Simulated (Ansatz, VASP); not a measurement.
## Two plane-wave programs on SiW12

```
CELL_PARAMETERS angstrom
5.66442 0.00000 0.00000
0.00000 5.66442 0.00000
0.00000 0.00000 21.15007
ATOMIC_POSITIONS crystal
W 0.25000 0.25000 0.18912
W 0.25000 0.75000 0.18912
W 0.75000 0.25000 0.18912
W 0.75000 0.75000 0.18912
W 0.00000 0.00000 0.28489
W 0.00000 0.50000 0.28489
W 0.50000 0.00000 0.28489
W 0.50000 0.50000 0.28489
W 0.25000 0.25000 0.38062
W 0.25000 0.75000 0.38062
W 0.75000 0.25000 0.38062
W 0.75000 0.75000 0.38062
Si 0.33333 0.33333 0.51300
```

Alike in both runs: task single point; functional PBE; dispersion D3(BJ); k mesh 5 × 5 × 1; occupations gaussian, width 0.1 eV; no spin polarisation.

|  | VASP | Ansatz |
| --- | --- | --- |
| version | VASP 6.6.1 | Ansatz 0.2.0 |
| potentials or method | VASP PAW PBE potentials, release 64 (W_sv, Si), cutoff 520 eV | scalar-relativistic, plane waves, PAW |
| valence electrons in the cell | 172 | 172 |

|  | VASP | Ansatz | Ansatz less VASP |
| --- | --- | --- | --- |
| gap on the k mesh at the Fermi level (eV) | none | none | - |
| rms of the force components (eV/Å) | 0.635 | 0.631 | -0.0038 |

Atom by atom the forces differ by 0.014 eV/Å (rms over components). A gap of «none» marks a metal or a gap that the smearing closes. Ansatz's warnings: xc potential rough in thin density.

Spin-orbit coupling is off throughout.
